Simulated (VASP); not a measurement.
# Zn2AsP3 (P-3m1) in VASP: further runs

The runs below take Zn2AsP3 through single point, relaxation of cell and atoms, with PBEsol, r2SCAN+rVV10.

Everything below comes from runs of VASP 6.6.1. Logs are shortened: lines on timing, memory, paths and dates and some standing lists are left out, and cuts for length are marked.

### Step 1. The cell of the first run

It takes space group P-3m1 (No. 164, trigonal). Conventional cell: a = 3.536 Å, b = 3.536 Å, c = 8.867 Å, α = 90.00°, β = 90.00°, γ = 120.00°. Within 3.3 Å of Zn (site symmetry 3m) lie 6 P at 2.48 to 2.54 Å. Within 3.3 Å of As (site symmetry -3m) lie 6 P at 2.54 Å. P (site symmetry 3m) has 3 As at 2.54 Å and 3 Zn at 2.54 Å within 3.3 Å. P (site symmetry -3m) has 6 Zn at 2.48 Å within 3.3 Å.

### Step 2. Single point, PBEsol

The input, INCAR:

```
SYSTEM = Zn2AsP3
PREC = Accurate
ENCUT = 520
EDIFF = 1E-6
ISMEAR = -1
SIGMA = 0.03
LREAL = .FALSE.
LASPH = .TRUE.
NELM = 80
ALGO = Normal
ISIF = 2
LWAVE = .FALSE.
LCHARG = .TRUE.
GGA = PS
LELF = .TRUE.
LVHAR = .TRUE.
NBANDS = 31
```

The input, KPOINTS:

```
regular mesh
0
G
  6 6 2
  0 0 0
```

The input, POSCAR:

```
Zn2AsP3
1.0
    3.5359052644      0.0000000026      0.0000000000
   -1.7679526344      3.0621837831      0.0000000000
    0.0000000000      0.0000000000      8.8669610428
Zn As P
2 1 3
Direct
    0.3333333333      0.6666666667      0.6586418531
    0.6666666667      0.3333333333      0.3413581469
    0.0000000000      0.0000000000      0.0000000000
    0.3333333333      0.6666666667      0.1700189059
    0.6666666667      0.3333333333      0.8299810941
    0.0000000000      0.0000000000      0.5000000000
```

Potentials or basis: VASP PAW PBE potentials, release 64 (Zn, As, P).

Run with:

```
$ cat potpaw_PBE.64/Zn/POTCAR potpaw_PBE.64/As/POTCAR potpaw_PBE.64/P/POTCAR > POTCAR
$ mpirun -np 1 vasp_std > vasp.out
```

OUTCAR:

```text
SYSTEM = Zn2AsP3
   PREC = Accurate
   ENCUT = 520
   EDIFF = 1E-6
   ISMEAR = -1
   LREAL = .FALSE.
   LASPH = .TRUE.
   NELM = 80
   ISIF = 2
   GGA = PS

 ion  position               nearest neighbor table
   1  0.333  0.667  0.659-   6 2.48   6 2.48   6 2.48   5 2.54   5 2.54   5 2.54
   2  0.667  0.333  0.341-   6 2.48   6 2.48   6 2.48   4 2.54   4 2.54   4 2.54
   3  0.000  0.000  0.000-   4 2.54   5 2.54   5 2.54   4 2.54   5 2.54   4 2.54
   4  0.333  0.667  0.170-   3 2.54   3 2.54   3 2.54   2 2.54   2 2.54   2 2.54
   5  0.667  0.333  0.830-   3 2.54   3 2.54   3 2.54   1 2.54   1 2.54   1 2.54
   6  0.000  0.000  0.500-   1 2.48   2 2.48   2 2.48   1 2.48   2 2.48   1 2.48

  LATTYP: Found a hexagonal cell.
 ALAT       =     3.5359052644
 C/A-ratio  =     2.5076919147

  Lattice vectors:

 A1 = (   3.5359052644,   0.0000000026,   0.0000000000)
 A2 = (  -1.7679526344,   3.0621837831,   0.0000000000)
 A3 = (   0.0000000000,   0.0000000000,   8.8669610428)

Analysis of symmetry for initial positions (statically):
=====================================================================
 Subroutine PRICEL returns:
 Original cell was already a primitive cell.

 Routine SETGRP: Setting up the symmetry group for a
 hexagonal supercell.

 Subroutine GETGRP returns: Found 12 space group operations
 (whereof 12 operations were pure point group operations)
 out of a pool of 24 trial point group operations.

The static configuration has the point symmetry D_3d.

Analysis of symmetry for dynamics (positions and initial velocities):
=====================================================================
 Subroutine PRICEL returns:
 Original cell was already a primitive cell.

 Routine SETGRP: Setting up the symmetry group for a
 hexagonal supercell.

 Subroutine GETGRP returns: Found 12 space group operations
 (whereof 12 operations were pure point group operations)
 out of a pool of 24 trial point group operations.

The dynamic configuration has the point symmetry D_3d.

 Subroutine INISYM returns: Found 12 space group operations
 (whereof 12 operations are pure point group operations),
 and found     1 'primitive' translations

----------------------------------------------------------------------------------------

                                     Primitive cell

  volume of cell :      96.0078

  direct lattice vectors                    reciprocal lattice vectors
     3.535905264  0.000000003  0.000000000     0.282813007  0.163282166  0.000000000
    -1.767952634  3.062183783  0.000000000    -0.000000000  0.326564331  0.000000000
     0.000000000  0.000000000  8.866961043     0.000000000  0.000000000  0.112778211

  length of vectors
     3.535905264  3.535905264  8.866961043     0.326564331  0.326564331  0.112778211

  position of ions in fractional coordinates (direct lattice)
     0.333333333  0.666666667  0.658641853
     0.666666667  0.333333333  0.341358147
     0.000000000  0.000000000  0.000000000
     0.333333333  0.666666667  0.170018906
     0.666666667  0.333333333  0.829981094
     0.000000000  0.000000000  0.500000000

  ion indices of the primitive-cell ions
   primitive index   ion index
                 1           1
                 2           2
                 3           3
                 4           4
                 5           5
                 6           6

----------------------------------------------------------------------------------------

 KPOINTS: regular mesh

Automatic generation of k-mesh.
 Grid dimensions read from file:
 generate k-points for:    6    6    2

 Generating k-lattice:

  Cartesian coordinates                     Fractional coordinates (reciprocal lattice)
     0.047135501  0.027213694  0.000000000     0.166666667 -0.000000000  0.000000000
    -0.000000000  0.054427389  0.000000000     0.000000000  0.166666667  0.000000000
     0.000000000  0.000000000  0.056389105     0.000000000  0.000000000  0.500000000

  Length of vectors
     0.054427389  0.054427389  0.056389105

  Shift w.r.t. Gamma in fractional coordinates (k-lattice)
     0.000000000  0.000000000  0.000000000

 Subroutine IBZKPT returns following result:
 ===========================================

 Found     14 irreducible k-points:

 Following reciprocal coordinates:
            Coordinates               Weight
  0.000000  0.000000  0.000000      1.000000
  0.166667  0.000000  0.000000      6.000000
  0.333333 -0.000000  0.000000      6.000000
  0.500000 -0.000000  0.000000      3.000000
  0.166667  0.166667  0.000000      6.000000
  0.333333  0.166667  0.000000     12.000000
  0.333333  0.333333  0.000000      2.000000
  0.000000  0.000000  0.500000      1.000000
  0.166667  0.000000  0.500000      6.000000
  0.333333 -0.000000  0.500000      6.000000
  0.500000 -0.000000  0.500000      3.000000
  0.166667  0.166667  0.500000      6.000000
  0.333333  0.166667  0.500000     12.000000
  0.333333  0.333333  0.500000      2.000000
   k-points           NKPTS =     14   k-points in BZ     NKDIM =     14   number of bands    NBANDS=     31
   number of dos      NEDOS =    301   number of ions     NIONS =      6
   total plane-waves  NPLWV =  54880
   dimension x,y,z NGX =    28 NGY =   28 NGZ =   70
   dimension x,y,z NGXF=    56 NGYF=   56 NGZF=  140
   ions per type =               2   1   3
   NGX,Y,Z   is equivalent  to a cutoff of  13.16, 13.16, 13.12 a.u.
   NGXF,Y,Z  is equivalent  to a cutoff of  26.33, 26.33, 26.25 a.u.
 SYSTEM =  Zn2AsP3
   PREC   = accura    normal or accurate (medium, high low for compatibility)
   ISTART =      0    job   : 0-new  1-cont  2-samecut
   ICHARG =      2    charge: 1-file 2-atom 10-const
   ISPIN  =      1    spin polarized calculation?
   LNONCOLLINEAR =      F non collinear calculations
   LSORBIT =      F    spin-orbit coupling
   LASPH  =      T    aspherical Exc in radial PAW
   ENCUT  =  520.0 eV  38.22 Ry    6.18 a.u.   6.57  6.57 16.49*2*pi/ulx,y,z
   NELM   =     80;   NELMIN=  2; NELMDL= -5     # of ELM steps
   EDIFF  = 0.1E-05   stopping-criterion for ELM
   LREAL  =      F    real-space projection
   EDIFFG = 0.1E-04   stopping-criterion for IOM
   NSW    =      0    number of steps for IOM
   IBRION =     -1    ionic relax: 0-MD 1-quasi-New 2-CG
   NFREE  =      0    steps in history (QN), initial steepest desc. (CG)
   ISIF   =      2    stress and relaxation
   ISYM   =      2    0-nonsym 1-usesym 2-fastsym
   POTIM  = 0.5000    time-step for ionic-motion
   TEBEG  =    0.0;   TEEND  =   0.0 temperature during run
   PSTRESS=    0.0 pullay stress
   NELECT =      44.0000    total number of electrons
   NUPDOWN=      -1.0000    fix difference up-down
   EMIN   =  10.00;   EMAX   =-10.00  energy-range for DOS
   EFERMI =   0.00;   METHOD = LEGACY
   ISMEAR =    -1;   SIGMA  =   0.03  broadening in eV -4-tet -1-fermi 0-gaus
   EFERMI_NEDOS =   21; number of points for ismear=-14 and -15
   IALGO  =     38    algorithm
   IMIX   =      4    mixing-type and parameters
     AMIX     =   0.40;   BMIX     =  1.00
     AMIX_MAG =   1.60;   BMIX_MAG =  1.00
  volume/ion in A,a.u.               =      16.00       107.98
  Fermi-wavevector in a.u.,A,eV,Ry     =   1.262186  2.385186 21.675639  1.593115
  Thomas-Fermi vector in A             =   2.395607
   LORBIT       =      0    0 simple, 1 ext, 2 COOP (PROOUT), +10 PAW based schemes
   GGA     = PS    functional components
   LHFCALC =     F    Hartree Fock is set to
   AEXX    =    0.0000 exact exchange contribution
   IVDW    =     0    specifies the selected vdW correction
   LEPSILON=     F    determine dielectric tensor
   LRPA    =     F    only Hartree local field effects (RPA)
 non-spin polarized calculation
  energy-cutoff  :      520.00
  volume of cell :       96.01
 maximum number of plane-waves:      2636
 NGX is ok and might be reduce to    28
   NGX = 13   NGY = 13   NGZ = 33

 number of electron      43.9999995 magnetization

 Free energy of the ion-electron system (eV)
  ---------------------------------------------------
  ext. energy  EPLUGINS =         0.00000000
  ---------------------------------------------------
  free energy    TOTEN  =       -25.02198021 eV

  energy without entropy =      -25.01696803  energy(sigma->0) =      -25.01947412

 E-fermi :   5.9797     XC(G=0): -11.1976

 val. band max:        5.9765877181   @ k =   0.0000   0.0000   0.0000
 cond. band min:       6.0563329342   @ k =   0.3333   0.1667   0.5000
 fundamental gap:      0.0797452161
 Fermi energy:         5.9797264507

 k-point     1 :       0.0000    0.0000    0.0000
  band No.  band energies     occupation
      1      -9.0495      2.00000
      2      -6.1924      2.00000
      3      -6.0402      2.00000
      4      -1.6981      2.00000
      5      -1.5359      2.00000
      6      -1.3893      2.00000
[... 23 lines left out ...]
     30      11.8209      0.00000
     31      12.8840      0.00000

 k-point     2 :       0.1667    0.0000    0.0000
  band No.  band energies     occupation
      1      -8.6582      2.00000
      2      -5.8540      2.00000
      3      -5.6993      2.00000
      4      -2.0965      2.00000
      5      -1.4388      2.00000
      6      -1.3608      2.00000
[... 23 lines left out ...]
     30      12.2917      0.00000
     31      12.6520      0.00000

 k-point     3 :       0.3333   -0.0000    0.0000
  band No.  band energies     occupation
      1      -7.5260      2.00000
      2      -5.0340      2.00000
      3      -4.8199      2.00000
      4      -2.9667      2.00000
      5      -1.3665      2.00000
      6      -1.3591      2.00000
[... 363 lines left out ...]
     30      12.3448      0.00000
     31      12.5058      0.00000

 k-point    14 :       0.3333    0.3333    0.5000
  band No.  band energies     occupation
      1      -5.4264      2.00000
      2      -4.4337      2.00000
      3      -4.4337      2.00000
      4      -4.1221      2.00000
      5      -1.3964      2.00000
      6      -1.3964      2.00000
[... 23 lines left out ...]
     30      13.8000      0.00000
     31      13.8155      0.00000

------------------------ aborting loop because EDIFF is reached ----------------------------------------

  FORCE on cell =-STRESS in cart. coord.  units (eV):
  Direction    XX          YY          ZZ          XY          YZ          ZX
  --------------------------------------------------------------------------------------
  -------------------------------------------------------------------------------------
  Total        0.1812312      0.1812312      0.1825699      0.0000000      0.0000000     -0.0000000
  in kB        3.0243831      3.0243831      3.0467231      0.0000000      0.0000000     -0.0000000
  external PRESSURE =       3.0318297 kB  Pullay stress =       0.0000000 kB

 VOLUME and BASIS-vectors are now :
 -----------------------------------------------------------------------------
  energy-cutoff  :      520.00
  volume of cell :       96.01
      direct lattice vectors                 reciprocal lattice vectors
     3.535905264  0.000000003  0.000000000     0.282813007  0.163282166  0.000000000
    -1.767952634  3.062183783  0.000000000    -0.000000000  0.326564331  0.000000000
     0.000000000  0.000000000  8.866961043     0.000000000  0.000000000  0.112778211

 POSITION                                       TOTAL-FORCE (eV/Angst)
 -----------------------------------------------------------------------------------
     -0.00000      2.04146      5.84015        -0.000000     -0.000000     -0.001035
      1.76795      1.02073      3.02681         0.000000      0.000000      0.001035
      0.00000      0.00000      0.00000        -0.000000     -0.000000      0.000000
     -0.00000      2.04146      1.50755        -0.000000     -0.000000     -0.004855
      1.76795      1.02073      7.35941        -0.000000     -0.000000      0.004855
      0.00000      0.00000      4.43348        -0.000000     -0.000000      0.000000
 -----------------------------------------------------------------------------------
    total drift:                               -0.000000      0.000000      0.000000

  FREE ENERGIE OF THE ION-ELECTRON SYSTEM (eV)
  ---------------------------------------------------
  free  energy   TOTEN  =       -25.0219802090 eV

  energy  without entropy=      -25.0169680259  energy(sigma->0) =      -25.01947412
```

Run time: 53 s. Hardware: 1 thread of AMD EPYC 7R43 (Zen 3), shared host; peak memory 0.2 GiB.

What came out:

```yaml
Free_energy: -25.0220 eV
Pressure: 0.3 GPa
Largest_force: 0.005 eV/Å
Band_gap_on_the_k_mesh: zero (bands 22 and 23 overlap by 1.83 eV)
```

Forces in eV/Å, atoms in the order of the input:
```
Zn   0.000  0.000 -0.001
Zn   0.000  0.000  0.001
As   0.000  0.000  0.000
P    0.000  0.000 -0.005
P    0.000  0.000  0.005
P    0.000  0.000  0.000
```

Levels at points of the mesh, in eV from the Fermi level:
```
           k point  band 20  band 21  band 22  band 23  band 24  band 25
(0.00, 0.00, 0.00)     0.00     0.13     0.88     0.88     2.48     2.48
(0.50, 0.00, 0.00)    -1.97    -1.91    -0.89    -0.87     1.06     1.60
(0.00, 0.00, 0.50)     0.00     0.95     0.95     1.17     2.25     2.25
(0.50, 0.00, 0.50)    -1.79    -1.55    -0.31     0.42     0.43     2.52
```

Caveat: the PAW data sets were made with another functional, which shifts forces and pressure a little.

[end of part 1 of 2]

The gap in the log of VASP goes by the Fermi energy; the results here count the filled bands.